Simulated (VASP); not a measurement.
Write the native input for VASP 6.6.1 that does the following.

```
Task                   : single point
Functional             : PBE
Potentials or basis    : VASP PAW PBE potentials, release 64 (K_sv, Br)
Cutoff                 : 520 eV
k mesh                 : 6 × 6 × 6
Occupations            : gaussian, width 0.02 eV
Spin                   : no spin polarisation
Dipole correction      : no
Further INCAR settings : ALGO = Normal; EDIFF = 1e-06; NBANDS = 15
```

The structure of KBr lies in POSCAR:

```
KBr
1.0
    0.0000000000      3.2126931069      3.2126931069
    3.2126931069      0.0000000000      3.2126931069
    3.2126931069      3.2126931069      0.0000000000
K Br
1 1
Direct
    0.5000000000      0.5000000000      0.5000000000
    0.0000000000      0.0000000000      0.0000000000
```

These files were run (other wordings do the same):

INCAR

```
SYSTEM = KBr
PREC = Accurate ; ENCUT = 520
EDIFF = 1E-6 ; ISMEAR = 0
SIGMA = 0.02 ; LREAL = .False.
LASPH = .True. ; NELM = 80
ALGO = Normal ; ISIF = 2
LWAVE = .False. ; LCHARG = .False.
GGA = PE ; NBANDS = 15
```

KPOINTS

```
regular mesh
0
Gamma
  6 6 6
  0 0 0
```

Potentials or basis: VASP PAW PBE potentials, release 64 (K_sv, Br).

Run with:

```sh
$ cat potpaw_PBE.64/K_sv/POTCAR potpaw_PBE.64/Br/POTCAR > POTCAR
$ mpirun -np 1 vasp_std > vasp.out
```

Results of the run:

| Quantity | Value |
| --- | --- |
| Pressure | 2.4 GPa |
| Band gap on the k mesh | 4.66 eV |

It took 24 s on 1 thread of Intel Xeon 8259CL, with other jobs on the host, peak memory 0.2 GiB.
